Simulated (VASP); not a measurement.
# TiC (Fm-3m) in VASP: notebook

Aim: see how the results for TiC move with the level of theory and the settings. Levels: PBEsol+D4, revPBE+D3(BJ). Tasks: single point.

Program: VASP 6.6.1. These are calculated values, not measurements. Logs are shortened: lines on timing, memory, paths and dates and some standing lists are left out, and cuts for length are marked.

## Step 1: The cell of the first run

The structure is cubic, space group Fm-3m (No. 225). The conventional cell has a = 4.278 Å, b = 4.278 Å, c = 4.278 Å, α = 90.00°, β = 90.00°, γ = 90.00°. Ti (site symmetry m-3m) has 6 C at 2.14 Å within 2.8 Å. Within 2.8 Å of C (site symmetry m-3m) lie 6 Ti at 2.14 Å.

## Step 2: Single point, PBEsol+D4

INCAR

```
  ALGO = Normal
  EDIFF = 1E-7
  ENCUT = 520
  GGA = PS
  ISIF = 2
  ISMEAR = -1
  IVDW = 13
  LASPH = True
  LCHARG = False
  LREAL = False
  LWAVE = False
  NBANDS = 15
  NELM = 100
  PREC = Accurate
  SIGMA = 0.05
```

KPOINTS

```
k-points
0
Gamma
  11 11 11
```

POSCAR

```
TiC
1.0
    0.0000000000      2.1390762947      2.1390762947
    2.1390762947      0.0000000000      2.1390762947
    2.1390762947      2.1390762947      0.0000000000
Ti C
1 1
Direct
    0.0000000000      0.0000000000      0.0000000000
    0.5000000000      0.5000000000      0.5000000000
```

Potentials or basis: VASP PAW PBE potentials, release 64 (Ti_sv, C).

Launch:

```
$ cat potpaw_PBE.64/Ti_sv/POTCAR potpaw_PBE.64/C/POTCAR > POTCAR
$ mpirun -np 1 vasp_std > vasp.out
```

OUTCAR:

```text
EDIFF = 1E-7
   ENCUT = 520
   GGA = PS
   ISIF = 2
   ISMEAR = -1
   IVDW = 13
   LASPH = True
   LREAL = False
   NELM = 100
   PREC = Accurate

 ion  position               nearest neighbor table
   1  0.000  0.000  0.000-   2 2.14   2 2.14   2 2.14   2 2.14   2 2.14   2 2.14
   2  0.500  0.500  0.500-   1 2.14   1 2.14   1 2.14   1 2.14   1 2.14   1 2.14

  LATTYP: Found a face centered cubic cell.
 ALAT       =     4.2781525894

  Lattice vectors:

 A1 = (   0.0000000000,   2.1390762947,   2.1390762947)
 A2 = (   2.1390762947,   0.0000000000,   2.1390762947)
 A3 = (   2.1390762947,   2.1390762947,   0.0000000000)

Analysis of symmetry for initial positions (statically):
=====================================================================
 Subroutine PRICEL returns:
 Original cell was already a primitive cell.

 Routine SETGRP: Setting up the symmetry group for a
 face centered cubic supercell.

 Subroutine GETGRP returns: Found 48 space group operations
[... 9 lines left out ...]

 Routine SETGRP: Setting up the symmetry group for a
 face centered cubic supercell.

 Subroutine GETGRP returns: Found 48 space group operations
[... 11 lines left out ...]
                                     Primitive cell

  volume of cell :      19.5753

  direct lattice vectors                    reciprocal lattice vectors
     0.000000000  2.139076295  2.139076295    -0.233745753  0.233745753  0.233745753
     2.139076295  0.000000000  2.139076295     0.233745753 -0.233745753  0.233745753
     2.139076295  2.139076295  0.000000000     0.233745753  0.233745753 -0.233745753

  length of vectors
     3.025110707  3.025110707  3.025110707     0.404859521  0.404859521  0.404859521

  position of ions in fractional coordinates (direct lattice)
[... 8 lines left out ...]
----------------------------------------------------------------------------------------

 KPOINTS: k-points

Automatic generation of k-mesh.
 Grid dimensions read from file:
 generate k-points for:   11   11   11

 Generating k-lattice:

  Cartesian coordinates                     Fractional coordinates (reciprocal lattice)
    -0.021249614  0.021249614  0.021249614     0.090909091  0.000000000  0.000000000
     0.021249614 -0.021249614  0.021249614     0.000000000  0.090909091  0.000000000
     0.021249614  0.021249614 -0.021249614     0.000000000  0.000000000  0.090909091

  Length of vectors
     0.036805411  0.036805411  0.036805411

  Shift w.r.t. Gamma in fractional coordinates (k-lattice)
     0.000000000  0.000000000  0.000000000

 Subroutine IBZKPT returns following result:
 ===========================================

 Found     56 irreducible k-points:

 Following reciprocal coordinates:
            Coordinates               Weight
  0.000000  0.000000  0.000000      1.000000
  0.090909  0.000000  0.000000      8.000000
  0.181818  0.000000  0.000000      8.000000
  0.272727  0.000000  0.000000      8.000000
  0.363636  0.000000  0.000000      8.000000
  0.454545  0.000000  0.000000      8.000000
[... 16 lines left out ...]
 -0.272727  0.181818  0.000000     24.000000
 -0.181818  0.181818  0.000000     12.000000
 [... further k-points ...]
   k-points           NKPTS =     56   k-points in BZ     NKDIM =     56   number of bands    NBANDS=     15
   number of dos      NEDOS =    301   number of ions     NIONS =      2
   total plane-waves  NPLWV =  13824
   dimension x,y,z NGX =    24 NGY =   24 NGZ =   24
   dimension x,y,z NGXF=    48 NGYF=   48 NGZF=   48
   ions per type =               1   1
   NGX,Y,Z   is equivalent  to a cutoff of  13.19, 13.19, 13.19 a.u.
   NGXF,Y,Z  is equivalent  to a cutoff of  26.38, 26.38, 26.38 a.u.
 SYSTEM =  unknown system
   PREC   = accura    normal or accurate (medium, high low for compatibility)
   ISTART =      0    job   : 0-new  1-cont  2-samecut
   ICHARG =      2    charge: 1-file 2-atom 10-const
   ISPIN  =      1    spin polarized calculation?
   LNONCOLLINEAR =      F non collinear calculations
   LSORBIT =      F    spin-orbit coupling
   LASPH  =      T    aspherical Exc in radial PAW
   ENCUT  =  520.0 eV  38.22 Ry    6.18 a.u.   5.62  5.62  5.62*2*pi/ulx,y,z
   NELM   =    100;   NELMIN=  2; NELMDL= -5     # of ELM steps
   EDIFF  = 0.1E-06   stopping-criterion for ELM
   LREAL  =      F    real-space projection
   EDIFFG = 0.1E-05   stopping-criterion for IOM
   NSW    =      0    number of steps for IOM
   IBRION =     -1    ionic relax: 0-MD 1-quasi-New 2-CG
   NFREE  =      0    steps in history (QN), initial steepest desc. (CG)
   ISIF   =      2    stress and relaxation
   ISYM   =      2    0-nonsym 1-usesym 2-fastsym
   POTIM  = 0.5000    time-step for ionic-motion
   TEBEG  =    0.0;   TEEND  =   0.0 temperature during run
   PSTRESS=    0.0 pullay stress
   NELECT =      16.0000    total number of electrons
   NUPDOWN=      -1.0000    fix difference up-down
   EMIN   =  10.00;   EMAX   =-10.00  energy-range for DOS
   EFERMI =   0.00;   METHOD = LEGACY
   ISMEAR =    -1;   SIGMA  =   0.05  broadening in eV -4-tet -1-fermi 0-gaus
   EFERMI_NEDOS =   21; number of points for ismear=-14 and -15
   IALGO  =     38    algorithm
   IMIX   =      4    mixing-type and parameters
     AMIX     =   0.40;   BMIX     =  1.00
     AMIX_MAG =   1.60;   BMIX_MAG =  1.00
  volume/ion in A,a.u.               =       9.79        66.05
  Fermi-wavevector in a.u.,A,eV,Ry     =   1.530659  2.892527 31.877336  2.342918
  Thomas-Fermi vector in A             =   2.638112
   LORBIT       =      0    0 simple, 1 ext, 2 COOP (PROOUT), +10 PAW based schemes
   GGA     = PS    functional components
   LHFCALC =     F    Hartree Fock is set to
   AEXX    =    0.0000 exact exchange contribution
   IVDW    =    13    specifies the selected vdW correction
   LEPSILON=     F    determine dielectric tensor
   LRPA    =     F    only Hartree local field effects (RPA)
 non-spin polarized calculation
  energy-cutoff  :      520.00
  volume of cell :       19.58
 maximum number of plane-waves:       537
   NGX = 11   NGY = 11   NGZ = 11

 number of electron      16.0000004 magnetization

 Free energy of the ion-electron system (eV)
  ---------------------------------------------------
  ext. energy  EPLUGINS =         0.00000000
  ---------------------------------------------------
  free energy    TOTEN  =       -19.80080919 eV

  energy without entropy =      -19.79830855  energy(sigma->0) =      -19.79955887

 E-fermi :   9.8053     XC(G=0): -13.0540

 val. band max:        9.7126187003   @ k =   0.4545   0.4545   0.0000
 cond. band min:       9.8872219010   @ k =   0.3636   0.2727   0.0000
 fundamental gap:      0.1746032007
 Fermi energy:         9.8053281627

 k-point     1 :       0.0000    0.0000    0.0000
  band No.  band energies     occupation
      1     -46.4814      2.00000
      2     -22.5869      2.00000
      3     -22.5869      2.00000
      4     -22.5869      2.00000
      5      -2.7962      2.00000
      6      10.4173      0.00001
      7      10.4173      0.00001
      8      10.4173      0.00001
      9      11.4963      0.00000
     10      11.4963      0.00000
     11      11.4963      0.00000
     12      11.5470      0.00000
     13      11.5470      0.00000
     14      20.7758      0.00000
     15      23.8181      0.00000

 k-point     2 :       0.0909    0.0000    0.0000
  band No.  band energies     occupation
      1     -46.4745      2.00000
      2     -22.6351      2.00000
      3     -22.5914      2.00000
      4     -22.5914      2.00000
      5      -2.5996      2.00000
      6       9.5886      1.97415
      7       9.8940      0.29040
      8       9.8940      0.29040
      9      10.7790      0.00000
     10      10.7790      0.00000
     11      11.9039      0.00000
     12      13.0763      0.00000
     13      13.0763      0.00000
     14      21.0887      0.00000
     15      23.9270      0.00000

 k-point     3 :       0.1818    0.0000    0.0000
  band No.  band energies     occupation
      1     -46.4557      2.00000
      2     -22.7624      2.00000
      3     -22.6032      2.00000
      4     -22.6032      2.00000
      5      -2.0365      2.00000
      6       8.1191      2.00000
      7       8.7198      2.00000
      8       8.7198      2.00000
      9      11.1377      0.00000
     10      11.1377      0.00000
     11      12.3639      0.00000
     12      14.7023      0.00000
     13      14.7023      0.00000
     14      21.5604      0.00000
     15      24.0406      0.00000

 k-point     4 :       0.2727    0.0000    0.0000
  band No.  band energies     occupation
      1     -46.4310      2.00000
      2     -22.9255      2.00000
      3     -22.6186      2.00000
      4     -22.6186      2.00000
      5      -1.1821      2.00000
      6       6.5281      2.00000
      7       7.7634      2.00000
      8       7.7634      2.00000
      9      11.7247      0.00000
     10      11.7247      0.00000
     11      12.8256      0.00000
     12      16.2316      0.00000
     13      16.2316      0.00000
     14      20.9148      0.00000
     15      24.7560      0.00000
[... 307 lines left out ...]
 k-point    22 :      -0.3636    0.1818    0.0000
  band No.  band energies     occupation
      1     -46.3864      2.00000
      2     -23.0779      2.00000
      3     -22.7701      2.00000
      4     -22.6554      2.00000
      5       0.4588      2.00000
      6       4.6204      2.00000
      7       6.7903      2.00000
      8       6.9866      2.00000
      9      12.4081      0.00000
     10      12.7942      0.00000
     11      13.7574      0.00000
     12      16.1394      0.00000
     13      17.9776      0.00000
     14      20.3432      0.00000
     15      24.0923      0.00000

 k-point    23 :      -0.2727    0.1818    0.0000
  band No.  band energies     occupation
      1     -46.4017      2.00000
      2     -23.0010      2.00000
      3     -22.7576      2.00000
      4     -22.6303      2.00000
      5      -0.2002      2.00000
      6       5.3830      2.00000
      7       7.1123      2.00000
      8       7.1588      2.00000
      9      11.8287      0.00000
     10      12.8672      0.00000
     11      13.7048      0.00000
     12      15.1622      0.00000
     13      18.0639      0.00000
     14      21.0820      0.00000
     15      23.6581      0.00000

 k-point    24 :      -0.1818    0.1818    0.0000
  band No.  band energies     occupation
      1     -46.4227      2.00000
      2     -22.9063      2.00000
      3     -22.7121      2.00000
      4     -22.6093      2.00000
      5      -0.9827      2.00000
      6       6.3991      2.00000
      7       7.4917      2.00000
      8       7.7113      2.00000
      9      11.3270      0.00000
     10      12.5333      0.00000
     11      13.4735      0.00000
     12      14.3613      0.00000
     13      17.3599      0.00000
     14      21.9068      0.00000
     15      23.5128      0.00000

 [... further k-points ...]

------------------------ aborting loop because EDIFF is reached ----------------------------------------

  DFT-D4 for vdW energy calculation

  Edisp (eV):   -0.32869

  FORCE on cell =-STRESS in cart. coord.  units (eV):
  Direction    XX          YY          ZZ          XY          YZ          ZX
  --------------------------------------------------------------------------------------
  -------------------------------------------------------------------------------------
  Total       0.03120     0.03120     0.03120     0.00000     0.00000    -0.00000
  in kB       2.55350     2.55350     2.55350     0.00000     0.00000    -0.00000
  external pressure =        2.55 kB  Pullay stress =        0.00 kB

 VOLUME and BASIS-vectors are now :
 -----------------------------------------------------------------------------
  energy-cutoff  :      520.00
  volume of cell :       19.58
      direct lattice vectors                 reciprocal lattice vectors
     0.000000000  2.139076295  2.139076295    -0.233745753  0.233745753  0.233745753
     2.139076295  0.000000000  2.139076295     0.233745753 -0.233745753  0.233745753
     2.139076295  2.139076295  0.000000000     0.233745753  0.233745753 -0.233745753

 POSITION                                       TOTAL-FORCE (eV/Angst)
 -----------------------------------------------------------------------------------
      0.00000      0.00000      0.00000         0.000000      0.000000      0.000000
      2.13908      2.13908      2.13908        -0.000000     -0.000000     -0.000000
 -----------------------------------------------------------------------------------
    total drift:                                0.000000     -0.000000     -0.000000

  FREE ENERGIE OF THE ION-ELECTRON SYSTEM (eV)
  ---------------------------------------------------
  free  energy   TOTEN  =       -20.1294972286 eV

  energy  without entropy=      -20.1269965828  energy(sigma->0) =      -20.12824691
```

It took 13 s on 1 thread of Intel Xeon Platinum 8259CL at 2.50GHz (Skylake/Cascade Lake), shared host; peak memory 0.14 GiB.

Results:

| Item | Value |
| --- | --- |
| Free energy | -20.1295 eV |
| Pressure | 0.3 GPa |
| Band gap on the k mesh | zero (band 8 reaches 10.42 eV, above the bottom of band 9 at 9.33 eV) |
| Dispersion energy per atom | -0.164 eV |

Caveat: the PAW data sets were made with another functional, which shifts forces and pressure a little; pairwise dispersion overbinds metals, which lowers pressure and volume.

## Step 3: Single point, revPBE+D3(BJ)

This run uses another cell than the first one, of 9.75 Å³/atom, 0.996 times its volume.

INCAR

```
ALGO = Normal
EDIFF = 1E-7
ENCUT = 520
GGA = RE
ISIF = 2
ISMEAR = -1
IVDW = 12
LASPH = T
LCHARG = F
LREAL = F
LWAVE = F
NBANDS = 15
NELM = 100
PREC = Accurate
SIGMA = 0.05
```

KPOINTS is that of step 2.

POSCAR

```
TiC
1.0
    0.0000000000      2.1364487848      2.1364487848
    2.1364487848      0.0000000000      2.1364487848
    2.1364487848      2.1364487848      0.0000000000
Ti C
1 1
Direct
    0.0000000000      0.0000000000      0.0000000000
    0.5000000000      0.5000000000      0.5000000000
```

Potentials or basis: VASP PAW PBE potentials, release 64 (Ti_sv, C).

Launch:

```
$ cat potpaw_PBE.64/Ti_sv/POTCAR potpaw_PBE.64/C/POTCAR > POTCAR
$ mpirun -np 1 vasp_std > vasp.out
```

Wall time 12 s (1 thread of Intel Xeon Platinum 8259CL at 2.50GHz (Skylake/Cascade Lake), shared host); peak memory 0.16 GiB.

Results (log left out):

| Quantity | Value |
| --- | --- |
| Free energy | -19.6976 eV |
| Pressure | -0.3 GPa |
| Band gap on the k mesh | zero (band 8 reaches 10.70 eV, above the bottom of band 9 at 9.57 eV) |
| Dispersion energy per atom | -0.890 eV |

Levels at points of the mesh, in eV from the Fermi level:
```
           k point  band 4  band 5  band 6  band 7  band 8  band 9  band 10  band 11  band 12  band 13
(0.00, 0.00, 0.00)  -32.60  -12.71    0.65    0.65    0.65    1.66     1.66     1.66     1.72     1.72
```

Caveat: the PAW data sets were made with another functional, which shifts forces and pressure a little; pairwise dispersion overbinds metals, which lowers pressure and volume.

## Step 4: Single point, revPBE+D3(BJ)

This run uses another cell than the first one, of 9.95 Å³/atom, 1.017 times its volume.

INCAR

```
PREC     = Accurate       # precision mode
ENCUT    = 520            # plane-wave cutoff, eV
EDIFF    = 1E-6           # SCF threshold, eV
ISMEAR   = -1             # smearing method
SIGMA    = 0.05           # smearing width, eV
LREAL    = False          # projectors in reciprocal space
LASPH    = True           # aspherical terms in the spheres
NELM     = 100            # most SCF steps
ALGO     = Normal         # electronic algorithm
ISIF     = 2              # what is computed and relaxed
LWAVE    = False          # write WAVECAR
LCHARG   = True           # write CHGCAR
GGA      = RE             # functional
IVDW     = 12             # dispersion correction
LELF     = True           # ELF
LVHAR    = True         
NBANDS   = 15             # bands
```

KPOINTS

```
Automatic mesh
0
Gamma
  11 11 11
```

POSCAR

```
TiC
1.0
    0.0000000000      2.1511833799      2.1511833799
    2.1511833799      0.0000000000      2.1511833799
    2.1511833799      2.1511833799      0.0000000000
Ti C
1 1
Direct
    0.0000000000      0.0000000000      0.0000000000
    0.5000000000      0.5000000000      0.5000000000
```

Launch:

```
$ cat potpaw_PBE.64/Ti_sv/POTCAR potpaw_PBE.64/C/POTCAR > POTCAR
$ mpirun -np 1 vasp_std > vasp.out
```

It took 12 s on 1 thread of Intel Xeon Platinum 8259CL at 2.50GHz (Skylake/Cascade Lake), shared host; peak memory 0.16 GiB.

The run converged. Its results:

| Quantity | Value |
| --- | --- |
| Free energy | -19.6902 eV |
| Pressure | -5.5 GPa |
| Band gap on the k mesh | zero (band 8 reaches 10.45 eV, above the bottom of band 9 at 9.33 eV) |
| Dispersion energy per atom | -0.871 eV |

Levels at points of the mesh, in eV from the Fermi level:
| k point | band 4 | band 5 | band 6 | band 7 | band 8 | band 9 | band 10 | band 11 | band 12 | band 13 |
| --- | --- | --- | --- | --- | --- | --- | --- | --- | --- | --- |
| (0.00, 0.00, 0.00) | -32.67 | -12.61 | 0.64 | 0.64 | 0.64 | 1.64 | 1.64 | 1.64 | 1.68 | 1.68 |

Caveat: the PAW data sets were made with another functional, which shifts forces and pressure a little; pairwise dispersion overbinds metals, which lowers pressure and volume.

## Step 5: Summary

```csv
level,cell,gap on the mesh (eV),pressure (GPa)
PBEsol+D4,"a = 3.025 Å, angles 60.0°, 2 atoms",none,0.3
revPBE+D3(BJ),"a = 3.021 Å, angles 60.0°, 2 atoms",none,-0.3
revPBE+D3(BJ),"a = 3.042 Å, angles 60.0°, 2 atoms",none,-5.5
```

Alike in all rows: task single point; potentials or basis VASP PAW PBE potentials, release 64 (Ti_sv, C); no spin polarisation; k mesh 11 × 11 × 11; cutoff (eV) 520; smearing fermi-dirac 0.05 eV.

Caveats: the PAW data sets were made with another functional, which shifts forces and pressure a little; pairwise dispersion overbinds metals, which lowers pressure and volume.

Total energies depend on the potentials used, so only differences within one code and one set of settings carry meaning.
